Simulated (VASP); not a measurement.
# NaCl: single point with PBE

The system is NaCl.

```xyz
2
Lattice="0.0000 2.8100 2.8100 2.8100 0.0000 2.8100 2.8100 2.8100 0.0000" Properties=species:S:1:pos:R:3 pbc="T T T"
Na    0.0000    0.0000    0.0000
Cl    2.8100    2.8100    2.8100
```

| Item | Value |
| --- | --- |
| Program | VASP 6.6.1 |
| Task | single point |
| Functional | PBE |
| Potentials or basis | VASP PAW PBE potentials, release 64 (Na_pv, Cl) |
| Cutoff | 520 eV |
| k mesh | 10 × 10 × 10 |
| Occupations | gaussian, width 0.05 eV |
| Spin | no spin polarisation |

- Pressure: 1.0 GPa
- Band gap on the k mesh: 5.15 eV, direct

Levels at points of the mesh, in eV from the valence-band top:
```csv
k point,band 4,band 5,band 6,band 7,band 8,band 9,band 10,band 11
"(0.00, 0.00, 0.00)",-12.68,0.00,0.00,0.00,5.15,11.13,11.13,11.13
"(0.50, 0.00, 0.00)",-12.33,-1.96,-0.27,-0.27,7.29,10.71,11.00,11.00
"(0.50, 0.50, 0.00)",-12.29,-1.69,-0.61,-0.61,7.57,8.07,11.40,14.87
```

Run time: 11 s on 1 thread of Intel(R) Xeon(R) 6975P-C (Granite Rapids), with other jobs on the host, peak memory 0.17 GiB.

A k mesh can miss the band edges. As with any semilocal functional, this PBE gap is likely too small.
